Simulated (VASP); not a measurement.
A run of VASP 6.6.1 is set up as follows.

File INCAR:

```
SYSTEM = HC16
PREC = Accurate
ENCUT = 520
EDIFF = 1E-6
ISMEAR = 0
SIGMA = 0.02
LREAL = Auto
LASPH = .True.
NELM = 100
ALGO = Normal
ISIF = 2
LWAVE = .False.
LCHARG = .False.
GGA = PS
NBANDS = 46
NELECT = 64.0
```

The input KPOINTS:

```
Automatic mesh
0
Gamma
  3 3 3
  0 0 0
```

The input POSCAR:

```
HC16
1.0
    0.0000000000      3.5700000000      3.5700000000
    3.5700000000      0.0000000000      3.5700000000
    3.5700000000      3.5700000000      0.0000000000
C H
16 1
Direct
   -0.0121236695      0.0279063025     -0.0081735294
    0.1222455182      0.1178976190      0.1322707283
   -0.0067324930     -0.0018056022      0.5049593838
    0.1206068627      0.1295558824      0.6224822129
   -0.0047432773      0.4868556022      0.0012343137
    0.1312382353      0.5996645658      0.1382799720
   -0.0071179272      0.5013313725      0.5029647059
    0.1213039216      0.6227689076      0.6265711485
    0.4946760504      0.0002463585      0.0003892157
    0.6119942577      0.1343606443      0.1266684874
    0.4946410364      0.0029959384      0.5006029412
    0.6191366947      0.1256924370      0.6265882353
    0.4953714286      0.5050467787     -0.0038417367
    0.6177358543      0.6235014006      0.1279714286
    0.4946589636      0.4995480392      0.5012785714
    0.6180060224      0.6286948179      0.6225617647
    0.9338172269      0.8052247899      0.0163833333
```

Potentials or basis: VASP PAW PBE potentials, release 64 (C, H).

Launch:

```bash
$ cat potpaw_PBE.64/C/POTCAR potpaw_PBE.64/H/POTCAR > POTCAR
$ mpirun -np 1 vasp_std > vasp.out
```

(1) What does it give for the largest force?

## Answers

(1) 0.092 eV/Å.

Caveat: the k points lie up to 0.51 Å⁻¹ apart; the cell carries a net charge on a neutralising background, which shifts energy and pressure; the PAW data sets were made with another functional, which shifts forces and pressure a little.
